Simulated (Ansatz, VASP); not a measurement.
# Ge4H in VASP and in Ansatz

```xyz
5
Lattice="4.0304 0.0000 0.0000 0.0000 4.0304 0.0000 0.0000 0.0000 21.6417" Properties=species:S:1:pos:R:3 pbc="T T T"
Ge    0.0000    2.0152    4.0000
Ge    0.0000    0.0000    5.4249
Ge    2.0152    0.0000    6.9179
Ge    2.0152    2.0152    8.3417
H     3.5266    4.0304   11.6417
```

Alike in both runs: task single point; functional PBE; dispersion D3(BJ); k mesh 7 × 7 × 1; occupations gaussian, width 0.1 eV; no spin polarisation.

|  | VASP | Ansatz |
| --- | --- | --- |
| version | VASP 6.6.1 | Ansatz 0.2.0 |
| potentials or method | VASP PAW PBE potentials, release 64 (Ge_d, H), cutoff 520 eV | scalar-relativistic, plane waves, PAW |
| valence electrons in the cell | 57 | 57 |

|  | VASP | Ansatz | Ansatz less VASP |
| --- | --- | --- | --- |
| gap on the k mesh at the Fermi level (eV) | none | none | - |
| rms of the force components (eV/Å) | 0.085 | 0.084 | -0.0008 |

Atom by atom the forces differ by 0.001 eV/Å (rms over components). A gap of «none» marks a metal or a gap that the smearing closes.
